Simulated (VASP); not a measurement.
# PbS (R3m) in VASP: notebook, part 2 of 2

VASP 6.6.1. Earlier steps stand in the parts before.

## (5) Single point, r2SCAN (all S atoms moved +0.025 Å, as atom 2 along Cartesian [1 1 1])

POSCAR

```
PbS
1.0
    0.0000000000      2.9650000000      2.9650000000
    2.9650000000      0.0000000000      2.9650000000
    2.9650000000      2.9650000000      0.0000000000
Pb S
1 1
Direct
    0.0000000000      0.0000000000      0.0000000000
    0.5024340231      0.5024340231      0.5024340231
```

INCAR.step1

```
SYSTEM = PbS
PREC = Accurate ; ENCUT = 550
ISMEAR = 0 ; SIGMA = 0.05
LREAL = .False. ; LASPH = .True.
NELM = 120 ; NBANDS = 17
GGA = PE ; ALGO = Normal
EDIFF = 1E-5 ; LWAVE = .True.
LCHARG = .False. ; GGA_COMPAT = .False.
```

INCAR.step2

```
SYSTEM = PbS
PREC = Accurate ; ENCUT = 550
EDIFF = 1E-6 ; ISMEAR = 0
SIGMA = 0.05 ; LREAL = .False.
LASPH = .True. ; NELM = 120
ALGO = Normal ; ISIF = 2
LWAVE = .False. ; LCHARG = .True.
METAGGA = R2SCAN ; LMIXTAU = .True.
LELF = .True. ; LVHAR = .True.
NBANDS = 17 ; ISTART = 1
GGA_COMPAT = .False.
```

KPOINTS

```
regular mesh
0
Gamma
  8 8 8
  0 0 0
```

Potentials or basis: VASP PAW PBE potentials, release 64 (Pb_d, S).

On the command line:

```
$ cat potpaw_PBE.64/Pb_d/POTCAR potpaw_PBE.64/S/POTCAR > POTCAR
$ cp INCAR.step1 INCAR
$ mpirun -np 1 vasp_std > vasp.out
$ cp INCAR.step2 INCAR
$ mpirun -np 1 vasp_std > vasp.out
```

OUTCAR:

```text
SYSTEM = PbS
   PREC = Accurate
   ENCUT = 550
   EDIFF = 1E-6
   ISMEAR = 0
   LREAL = .False.
   LASPH = .True.
   NELM = 120
   ISIF = 2
   METAGGA = R2SCAN
   ISTART = 1

 ion  position               nearest neighbor table
   1  0.000  0.000  0.000-   2 2.95   2 2.95   2 2.95   2 2.98   2 2.98   2 2.98
   2  0.502  0.502  0.502-   1 2.95   1 2.95   1 2.95   1 2.98   1 2.98   1 2.98

  LATTYP: Found a face centered cubic cell.
 ALAT       =     5.9300000000

  Lattice vectors:

 A1 = (   0.0000000000,   2.9650000000,   2.9650000000)
 A2 = (   2.9650000000,   0.0000000000,   2.9650000000)
 A3 = (   2.9650000000,   2.9650000000,   0.0000000000)

Analysis of symmetry for initial positions (statically):
=====================================================================
 Subroutine PRICEL returns:
 Original cell was already a primitive cell.

 Routine SETGRP: Setting up the symmetry group for a
 face centered cubic supercell.

 Subroutine GETGRP returns: Found  6 space group operations
 (whereof  6 operations were pure point group operations)
 out of a pool of 48 trial point group operations.

The static configuration has the point symmetry C_3v.

Analysis of symmetry for dynamics (positions and initial velocities):
=====================================================================
 Subroutine PRICEL returns:
 Original cell was already a primitive cell.

 Routine SETGRP: Setting up the symmetry group for a
 face centered cubic supercell.

 Subroutine GETGRP returns: Found  6 space group operations
 (whereof  6 operations were pure point group operations)
 out of a pool of 48 trial point group operations.

The dynamic configuration has the point symmetry C_3v.

 Subroutine INISYM returns: Found  6 space group operations
[... 111 lines left out ...]
   EFERMI =   0.00;   METHOD = LEGACY
   ISMEAR =     0;   SIGMA  =   0.05  broadening in eV -4-tet -1-fermi 0-gaus
   EFERMI_NEDOS =   21; number of points for ismear=-14 and -15
   IALGO  =     38    algorithm
   IMIX   =      4    mixing-type and parameters
     AMIX     =   0.40;   BMIX     =  1.00
     AMIX_MAG =   1.60;   BMIX_MAG =  1.00
  volume/ion in A,a.u.               =      26.07       175.90
  Fermi-wavevector in a.u.,A,eV,Ry     =   1.189552  2.247928 19.252709  1.415034
  Thomas-Fermi vector in A             =   2.325657
   LORBIT       =      0    0 simple, 1 ext, 2 COOP (PROOUT), +10 PAW based schemes
   METAGGA = R2SCAN    functional components
   LHFCALC =     F    Hartree Fock is set to
   AEXX    =    0.0000 exact exchange contribution
   IVDW    =     0    specifies the selected vdW correction
   LEPSILON=     F    determine dielectric tensor
   LRPA    =     F    only Hartree local field effects (RPA)
 non-spin polarized calculation
 Gauss-broadening in eV      SIGMA  =   0.05
  energy-cutoff  :      550.00
  volume of cell :       52.13
 maximum number of plane-waves:      1542
   NGX = 17   NGY = 17   NGZ = 17

 number of electron      19.9999998 magnetization

 Free energy of the ion-electron system (eV)
  ---------------------------------------------------
  ext. energy  EPLUGINS =         0.00000000
  ---------------------------------------------------
  free energy    TOTEN  =       -65.60680138 eV

  energy without entropy =      -65.60680138  energy(sigma->0) =      -65.60680138

 E-fermi :   5.9303     XC(G=0): -10.2590

 val. band max:        5.7201913432   @ k =   0.5000   0.0000   0.0000
 cond. band min:       6.3407774090   @ k =   0.5000   0.0000   0.0000
 fundamental gap:      0.6205860658
 Fermi energy:         5.9303422996

 k-point     1 :       0.0000    0.0000    0.0000
  band No.  band energies     occupation
      1     -11.7404      2.00000
      2     -11.7403      2.00000
      3     -11.7403      2.00000
      4     -11.7246      2.00000
      5     -11.7246      2.00000
      6      -8.5111      2.00000
[... 457 lines left out ...]
      4     -11.7154      2.00000
      5     -11.7051      2.00000
      6      -7.7280      2.00000
[... 9 lines left out ...]
     16      15.8407      0.00000
     17      17.1313      0.00000

 [... further k-points ...]

------------------------ aborting loop because EDIFF is reached ----------------------------------------

  FORCE on cell =-STRESS in cart. coord.  units (eV):
  Direction    XX          YY          ZZ          XY          YZ          ZX
  --------------------------------------------------------------------------------------
  -------------------------------------------------------------------------------------
  Total        0.4423376      0.4423376      0.4423376      0.0008680      0.0008680      0.0008680
  in kB       13.5944095     13.5944095     13.5944095      0.0266777      0.0266777      0.0266777
  external PRESSURE =      13.5944095 kB  Pullay stress =       0.0000000 kB

 VOLUME and BASIS-vectors are now :
 -----------------------------------------------------------------------------
  energy-cutoff  :      550.00
  volume of cell :       52.13
      direct lattice vectors                 reciprocal lattice vectors
     0.000000000  2.965000000  2.965000000    -0.168634064  0.168634064  0.168634064
     2.965000000  0.000000000  2.965000000     0.168634064 -0.168634064  0.168634064
     2.965000000  2.965000000  0.000000000     0.168634064  0.168634064 -0.168634064

 POSITION                                       TOTAL-FORCE (eV/Angst)
 -----------------------------------------------------------------------------------
      0.00000      0.00000      0.00000         0.006070      0.006070      0.006070
      2.97943      2.97943      2.97943        -0.006070     -0.006070     -0.006070
 -----------------------------------------------------------------------------------
    total drift:                               -0.000036     -0.000036     -0.000036

  FREE ENERGIE OF THE ION-ELECTRON SYSTEM (eV)
  ---------------------------------------------------
  free  energy   TOTEN  =       -65.6068013780 eV

  energy  without entropy=      -65.6068013780  energy(sigma->0) =      -65.60680138
```

OUTCAR.step1:

```text
SYSTEM = PbS
   PREC = Accurate
   ENCUT = 550
   ISMEAR = 0
   LREAL = .False.
   LASPH = .True.
[... 701 lines left out ...]
      0.00000      0.00000      0.00000         0.007387      0.007387      0.007387
      2.97943      2.97943      2.97943        -0.007387     -0.007387     -0.007387
 -----------------------------------------------------------------------------------
    total drift:                               -0.000010     -0.000010     -0.000010

  FREE ENERGIE OF THE ION-ELECTRON SYSTEM (eV)
  ---------------------------------------------------
  free  energy   TOTEN  =        -8.7552974274 eV

  energy  without entropy=       -8.7552974268  energy(sigma->0) =       -8.75529743
```

OSZICAR.step1:

```text
N       E                     dE             d eps       ncg     rms          rms(c)
DAV:   1     0.163205328670E+03    0.16321E+03   -0.99967E+03  2218   0.129E+03
DAV:   2     0.350151872038E+01   -0.15970E+03   -0.15404E+03  2333   0.325E+02
DAV:   3    -0.891104429040E+01   -0.12413E+02   -0.12195E+02  2864   0.937E+01
DAV:   4    -0.922546044540E+01   -0.31442E+00   -0.31409E+00  2789   0.161E+01
DAV:   5    -0.923726260674E+01   -0.11802E-01   -0.11801E-01  3246   0.310E+00    0.464E+00
DAV:   6    -0.875149196147E+01    0.48577E+00   -0.13762E+00  3413   0.800E+00    0.326E+00
DAV:   7    -0.875194298775E+01   -0.45103E-03   -0.14289E-01  2633   0.189E+00    0.186E+00
DAV:   8    -0.875556413882E+01   -0.36212E-02   -0.16069E-02  2575   0.138E+00    0.243E-01
DAV:   9    -0.875511345728E+01    0.45068E-03   -0.32569E-03  3495   0.506E-01    0.851E-02
DAV:  10    -0.875528882133E+01   -0.17536E-03   -0.35689E-04  2494   0.115E-01    0.528E-02
DAV:  11    -0.875529742740E+01   -0.86061E-05   -0.64083E-05  2961   0.871E-02
   1 F= -.87552974E+01 E0= -.87552974E+01  d E =-.601152E-09
```

It took 58 s on 1 thread of Intel Xeon 6975P-C (Granite Rapids), shared host; peak memory 0.22 GiB.

What came out:

| Quantity | Value |
| --- | --- |
| Free energy | -65.6068 eV |
| Pressure | 1.4 GPa |
| Largest force | 0.011 eV/Å |
| Band gap on the k mesh | 0.62 eV, direct |

Forces on the atoms (eV/Å):
```
Pb   0.006  0.006  0.006
S   -0.006 -0.006 -0.006
```

Caveat: the cell differs from its parent crystal (all S atoms moved +0.025 Å, as atom 2 along Cartesian [1 1 1]); the PAW data sets were made with another functional, which shifts forces and pressure a little; spin-orbit coupling is left out, which moves the levels of the heavy elements.
